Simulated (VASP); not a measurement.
Input of a VASP 6.6.1 run:

INCAR

```
PREC = Accurate
ENCUT = 520
EDIFF = 1E-6
ISMEAR = 0
SIGMA = 0.15
LREAL = False
LASPH = True
NELM = 60
ALGO = Fast
ISIF = 2
LWAVE = False
LCHARG = True
GGA = PS
LELF = True
LVHAR = True
NBANDS = 18
```

KPOINTS

```
regular mesh
0
Gamma
  18 18 10
```

The input POSCAR:

```
Sc
1.0
    3.3087978973      0.0000000000      0.0000000000
   -1.6543989486      2.8655030350      0.0000000000
    0.0000000000      0.0000000000      5.3470200000
Sc
2
Direct
    0.3333333333      0.6666666667      0.2500000000
    0.6666666667      0.3333333333      0.7500000000
```

Potentials or basis: VASP PAW PBE potentials, release 64 (Sc_sv).

Command:

```sh
$ cat potpaw_PBE.64/Sc_sv/POTCAR > POTCAR
$ mpirun -np 1 vasp_std > vasp.out
```

Estimate the pressure.

-3.4 GPa.

Predict the band gap on the k mesh.

zero (band 11 reaches 4.24 eV, above the bottom of band 12 at 2.98 eV).

Stress tensor (GPa, compression positive):
```
-2.56  0.00  0.00
 0.00 -2.56  0.00
 0.00  0.00 -5.06
```

Caveat: the cell differs from its parent crystal (strain +0.000 along x and y, +0.015 along z); the PAW data sets were made with another functional, which shifts forces and pressure a little.
